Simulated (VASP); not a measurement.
Set up this calculation in VASP 6.6.1, as the native input.

| Property | Result |
| --- | --- |
| Task | single point |
| Functional | PBE |
| Potentials or basis | VASP PAW PBE potentials, release 64 (Re, C) |
| Cutoff | 520 eV |
| k mesh | 18 × 18 × 18 |
| Occupations | gaussian, width 0.1 eV |
| Spin | no spin polarisation |
| Dipole correction | no |
| Further INCAR settings | ALGO = Normal; EDIFF = 1e-07; NBANDS = 22 |

The structure of Re3C2 lies in POSCAR:

```
Re3C2
1.0
    1.4292752224      0.8251924344      7.8941814539
   -1.4292752224      0.8251924344      7.8941814539
    0.0000000000     -1.6503848688      7.8941814539
Re C
3 2
Direct
    0.0000000000      0.0000000000      0.0000000000
    0.2150216036      0.2150216036      0.2150216036
    0.7849783964      0.7849783964      0.7849783964
    0.3946647670      0.3946647670      0.3946647670
    0.6053352330      0.6053352330      0.6053352330
```

The input as run:

INCAR

```
SYSTEM = Re3C2
PREC     = Accurate       ! precision mode
ENCUT    = 520            ! plane-wave cutoff, eV
EDIFF    = 1E-7           ! SCF threshold, eV
ISMEAR   = 0              ! smearing method
SIGMA    = 0.1            ! smearing width, eV
LREAL    = .FALSE.        ! projectors in reciprocal space
LASPH    = .TRUE.         ! aspherical terms in the spheres
NELM     = 100            ! most SCF steps
ALGO     = Normal         ! electronic algorithm
ISIF     = 2              ! what is computed and relaxed
LWAVE    = .FALSE.        ! write WAVECAR
LCHARG   = .TRUE.         ! write CHGCAR
GGA      = PE             ! functional
LELF     = .TRUE.         ! ELF
LVHAR    = .TRUE.       
NBANDS   = 22             ! bands
```

KPOINTS

```
regular mesh
0
G
  18 18 18
  0 0 0
```

Potentials or basis: VASP PAW PBE potentials, release 64 (Re, C).

Run with:

```console
$ cat potpaw_PBE.64/Re/POTCAR potpaw_PBE.64/C/POTCAR > POTCAR
$ mpirun -np 1 vasp_std > vasp.out
```

Results of the run:

- Pressure: 2.1 GPa
- Largest force: 0.151 eV/Å
- Band gap on the k mesh: zero (an odd number of electrons rules out a gap without spin polarisation)

Caveat: spin-orbit coupling is left out, which moves the levels of the heavy elements.

Run time: 40 min on 1 thread of Intel(R) Xeon(R) Platinum 8559C (Emerald Rapids) (shared host), peak memory 0.97 GiB.
